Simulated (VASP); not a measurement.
A run of VASP 6.6.1 is set up as follows.

Contents of INCAR:

```
PREC     = Accurate       # precision mode
ENCUT    = 600            # plane-wave cutoff, eV
EDIFF    = 1E-7           # SCF threshold, eV
ISMEAR   = -1             # smearing method
SIGMA    = 0.05           # smearing width, eV
LREAL    = False          # projectors in reciprocal space
LASPH    = True           # aspherical terms in the spheres
NELM     = 80             # most SCF steps
ALGO     = Normal         # electronic algorithm
ISIF     = 3              # what is computed and relaxed
LWAVE    = False          # write WAVECAR
LCHARG   = False          # write CHGCAR
GGA      = PE             # functional
IBRION   = 2              # ionic algorithm
NSW      = 32             # ionic steps
EDIFFG   = -0.005         # ionic threshold
PSTRESS  = 25.0
```

File KPOINTS:

```
Automatic mesh
0
Gamma
  8 8 8
```

Contents of POSCAR:

```
K
1.0
    0.0000000000      3.8278316473      3.8278316473
    3.8278316473      0.0000000000      3.8278316473
    3.8278316473      3.8278316473      0.0000000000
K
2
Direct
   -0.1250000000     -0.1250000000     -0.1250000000
    0.1250000000      0.1250000000      0.1250000000
```

Potentials or basis: VASP PAW PBE potentials, release 64 (K_sv).

Run with:

```bash
$ cat potpaw_PBE.64/K_sv/POTCAR > POTCAR
$ mpirun -np 1 vasp_std > vasp.out
```

(1) Predict the band gap on the k mesh.

## Answers

(1) zero (band 9 reaches 0.96 eV, above the bottom of band 10 at 0.28 eV).

Caveat: the relaxation stopped at its first step, so nothing moved; the cell is relaxed towards a set pressure, so the enthalpy falls and the energy may rise.
